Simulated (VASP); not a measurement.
Here is a VASP 6.6.1 calculation.

INCAR

```
PREC = Accurate ; ENCUT = 520
EDIFF = 1E-6 ; ISMEAR = 0
SIGMA = 0.1 ; LREAL = F
LASPH = T ; NELM = 100
ALGO = Normal ; ISIF = 2
LWAVE = F ; LCHARG = F
GGA = PS ; NBANDS = 25
```

File KPOINTS:

```
regular mesh
0
Gamma
  6 6 6
```

POSCAR

```
As2Se
1.0
   -3.5294180000      3.5294180000      2.6535710000
    3.5294180000     -3.5294180000      2.6535710000
    3.5294180000      3.5294180000     -2.6535710000
As Se
4 2
Direct
    0.8750000000      0.1250000000      0.7500000000
    0.3750000000      0.1250000000      0.2500000000
    0.8750000000      0.6250000000      0.7500000000
    0.8750000000      0.1250000000      0.2500000000
    0.5000000000      0.5000000000      0.0000000000
    0.2500000000      0.7500000000      0.5000000000
```

Potentials or basis: VASP PAW PBE potentials, release 64 (As, Se).

The run is started by

```bash
$ cat potpaw_PBE.64/As/POTCAR potpaw_PBE.64/Se/POTCAR > POTCAR
$ mpirun -np 1 vasp_std > vasp.out
```

Q: Predict the pressure.

A: -3.4 GPa.

Q: Estimate the band gap on the k mesh.

A: Zero (band 16 reaches 4.95 eV, above the bottom of band 17 at 4.33 eV).

Stress tensor (GPa, compression positive):
```
-3.04  0.00  0.00
 0.00 -3.04  0.00
 0.00  0.00 -4.09
```

Caveat: the PAW data sets were made with another functional, which shifts forces and pressure a little.
